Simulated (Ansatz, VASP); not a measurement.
K in VASP and in Ansatz

```xyz
3
Lattice="5.0382 0.0000 0.0000 -2.5191 4.3632 0.0000 0.0000 0.0000 7.1333" Properties=species:S:1:pos:R:3 pbc="T T T"
K     0.0000    0.0000    6.1598
K     0.0000    2.9088    1.9168
K     2.5191    1.4544    1.9168
```

Alike in both runs: task single point; functional PBE; k mesh 6 × 6 × 4; occupations gaussian, width 0.1 eV; no spin polarisation.

|  | VASP | Ansatz |
| --- | --- | --- |
| version | VASP 6.6.1 | Ansatz 0.2.0 |
| potentials or method | VASP PAW PBE potentials, release 64 (K_sv), cutoff 520 eV | scalar-relativistic, plane waves, PAW |
| valence electrons in the cell | 27 | 27 |

|  | VASP | Ansatz | Ansatz less VASP |
| --- | --- | --- | --- |
| gap on the k mesh at the Fermi level (eV) | none | none | - |
| pressure (GPa) | 3.8 | 3.8 | -0.02 |
| traceless stress, the component that is largest in VASP (GPa) | -2.45 | -2.42 | +0.032 |
| rms of the force components (eV/Å) | 0.306 | 0.306 | 0.0000 |

Atom by atom the forces differ by 0.000 eV/Å (rms over components). A gap of «none» marks a metal or a gap that the smearing closes. With one functional, cell and mesh, what is left measures potentials, basis and numerics.
